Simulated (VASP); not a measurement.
## Ta: relaxation of cell and atoms with PBE

The system is Ta.

```
CELL_PARAMETERS angstrom
-1.66000 1.66000 1.66000
1.66000 -1.66000 1.66000
1.66000 1.66000 -1.66000
ATOMIC_POSITIONS crystal
Ta 0.00000 0.00000 0.00000
```

```
Program                : VASP 6.6.1
Task                   : relaxation of cell and atoms
Functional             : PBE
Potentials or basis    : VASP PAW PBE potentials, release 64 (Ta_pv)
Cutoff                 : 600 eV
k mesh                 : 14 × 14 × 14
Occupations            : gaussian, width 0.05 eV
Spin                   : no spin polarisation
Dipole correction      : no
Further INCAR settings : ALGO = Fast; EDIFF = 1e-06; IBRION = 2; EDIFFG = -0.01; NSW = 80; ISIF = 3
```

```yaml
Pressure_after_relaxing: 0.0 GPa
Band_gap_on_the_k_mesh: zero (an odd number of electrons rules out a gap without spin polarisation)
```

Final structure:
```
CELL_PARAMETERS angstrom
-1.66000 1.66000 1.66000
1.66000 -1.66000 1.66000
1.66000 1.66000 -1.66000
ATOMIC_POSITIONS crystal
Ta 0.00000 0.00000 0.00000
```

Levels at points of the mesh, in eV from the Fermi level:
| k point | band 1 | band 2 | band 3 | band 4 | band 5 | band 6 | band 7 | band 8 | band 9 |
| --- | --- | --- | --- | --- | --- | --- | --- | --- | --- |
| (0.00, 0.00, 0.00) | -33.12 | -33.12 | -33.12 | -7.84 | 0.75 | 0.75 | 0.75 | 3.96 | 3.96 |
| (0.50, 0.00, 0.00) | -34.24 | -33.49 | -33.13 | -4.29 | -1.48 | 1.53 | 3.84 | 4.84 | 7.65 |
| (0.50, 0.50, 0.50) | -33.90 | -33.90 | -33.90 | -3.70 | -3.70 | 6.72 | 6.72 | 6.72 | 8.53 |

It took 11 s on 1 thread of Intel(R) Xeon(R) Platinum 8488C (Sapphire Rapids), with other jobs on the host, peak memory 0.15 GiB.

Caveat: the relaxation stopped at its first step, so nothing moved; spin-orbit coupling is left out, which moves the levels of the heavy elements.
